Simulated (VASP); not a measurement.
Input of a VASP 6.6.1 run:

File POSCAR:

```
KI
1.0
    0.0000000000      3.9658942500      3.9658942500
    3.9658942500      0.0000000000      3.9658942500
    3.9658942500      3.9658942500      0.0000000000
K I
1 1
Direct
    0.0000000000      0.0000000000      0.0000000000
    0.2500000000      0.2500000000      0.2500000000
```

File INCAR.step1:

```
SYSTEM = KI
  ALGO = Normal
  EDIFF = 1E-5
  ENCUT = 520
  GGA = PE
  ISIF = 2
  ISMEAR = 0
  LASPH = .True.
  LCHARG = .False.
  LREAL = .False.
  LWAVE = .True.
  NBANDS = 15
  NELM = 100
  PREC = Accurate
  SIGMA = 0.01
```

Contents of INCAR.step2:

```
SYSTEM = KI
  ALGO = Normal
  EDIFF = 1E-7
  ENCUT = 520
  GGA = PE
  HFSCREEN = 0.2079
  ISIF = 2
  ISMEAR = 0
  ISTART = 1
  LASPH = .True.
  LCHARG = .False.
  LHFCALC = .True.
  LREAL = .False.
  LWAVE = .False.
  NBANDS = 15
  NELM = 100
  PREC = Accurate
  PRECFOCK = Normal
  SIGMA = 0.01
```

The input KPOINTS:

```
k-points
0
Gamma
  4 4 4
  0 0 0
```

Potentials or basis: VASP PAW PBE potentials, release 64 (K_sv, I).

The run is started by

```bash
$ cat potpaw_PBE.64/K_sv/POTCAR potpaw_PBE.64/I/POTCAR > POTCAR
$ cp INCAR.step1 INCAR
$ mpirun -np 1 vasp_std > vasp.out
$ cp INCAR.step2 INCAR
$ mpirun -np 1 vasp_std > vasp.out
```

Predict the pressure.

0.1 GPa.

Predict the band gap on the k mesh.

4.88 eV.

Caveat: the PAW data sets were made with another functional, which shifts forces and pressure a little; spin-orbit coupling is left out, which moves the levels of the heavy elements.
